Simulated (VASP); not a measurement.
The system is Zr3S2.

```
CELL_PARAMETERS angstrom
2.90254 1.67578 3.48777
-2.90254 1.67578 3.48777
0.00000 -3.35156 3.48777
ATOMIC_POSITIONS crystal
Zr 0.83873 0.50000 0.16127
Zr 0.50000 0.16127 0.83873
Zr 0.16127 0.83873 0.50000
S 0.66502 0.66502 0.66502
S 0.33498 0.33498 0.33498
```

```yaml
Program: VASP 6.6.1
Task: relaxation of cell and atoms
Functional: PBEsol
Potentials_or_basis: VASP PAW PBE potentials, release 64 (Zr_sv, S)
Cutoff: 600 eV
k_mesh: 6 × 6 × 6
Occupations: fermi-dirac, width 0.05 eV
Spin: no spin polarisation
```

At the start: pressure -4.9 GPa; volume 20.36 Å³/atom.

Problem. How do energy, volume and symmetry change on relaxing?

Solution. Over 8 steps the energy falls by 13.1 meV/atom and the volume is 19.55 Å³/atom (-4.0 %); space group R32 (No. 155, to 0.1 Å) before and after.

The path:
| step | energy change (eV) | largest force (eV/Å) | pressure (GPa) | volume (Å³) |
| --- | --- | --- | --- | --- |
| 1 | 0.0000 | 0.1265 | -4.94 | 101.79 |
| 2 | 0.0487 | 0.2437 | 7.65 | 92.81 |
| 3 | -0.0652 | 0.0139 | -0.07 | 97.79 |
| 4 | -0.0653 | 0.0168 | 0.03 | 97.71 |
| 5 | -0.0653 | 0.0099 | 0.04 | 97.70 |
| 6 | -0.0653 | 0.0127 | 0.04 | 97.68 |
| 7 | -0.0653 | 0.0116 | 0.04 | 97.68 |
| 8 | -0.0653 | 0.0052 | -0.06 | 97.76 |

Final structure:
```xyz
5
Lattice="2.8630 1.6530 3.4427 -2.8630 1.6530 3.4427 0.0000 -3.3060 3.4427" Properties=species:S:1:pos:R:3 pbc="T T T"
Zr    0.9693    1.6789    5.1640
Zr    0.9693   -1.6789    5.1640
Zr   -1.9386    0.0000    5.1640
S     0.0000    0.0000    6.8670
S     0.0000    0.0000    3.4609
```

Caveat: the PAW data sets were made with another functional, which shifts forces and pressure a little.
